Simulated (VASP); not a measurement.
Here is a VASP 6.6.1 calculation.

Contents of INCAR:

```
SYSTEM = HfMo3
PREC = Accurate
ENCUT = 600
EDIFF = 1E-6
ISMEAR = 0
SIGMA = 0.1
LREAL = .False.
LASPH = .True.
NELM = 60
ALGO = Fast
ISIF = 3
LWAVE = .False.
LCHARG = .False.
GGA = PE
IBRION = 2
NSW = 100
EDIFFG = -0.01
```

The input KPOINTS:

```
Automatic mesh
0
Gamma
  12 12 12
  0 0 0
```

File POSCAR:

```
HfMo3
1.0
    4.1193310137      0.0000000000      0.0000000000
    0.0000000000      4.1193310137      0.0000000000
    0.0000000000      0.0000000000      4.1193310137
Hf Mo
1 3
Direct
    0.0000000000      0.0000000000      0.0000000000
    0.0000000000      0.5000000000      0.5000000000
    0.5000000000      0.0000000000      0.5000000000
    0.5000000000      0.5000000000      0.0000000000
```

Potentials or basis: VASP PAW PBE potentials, release 64 (Hf_pv, Mo_sv).

The run is started by

```console
$ cat potpaw_PBE.64/Hf_pv/POTCAR potpaw_PBE.64/Mo_sv/POTCAR > POTCAR
$ mpirun -np 1 vasp_std > vasp.out
```

(1) What does it give for the space group after relaxing (to 0.1 Å)?

(2) Estimate the band gap on the k mesh.

Answers

(1) Pm-3m (No. 221).

(2) zero (bands 26 and 27 overlap by 2.84 eV).

Caveat: spin-orbit coupling is left out, which moves the levels of the heavy elements.
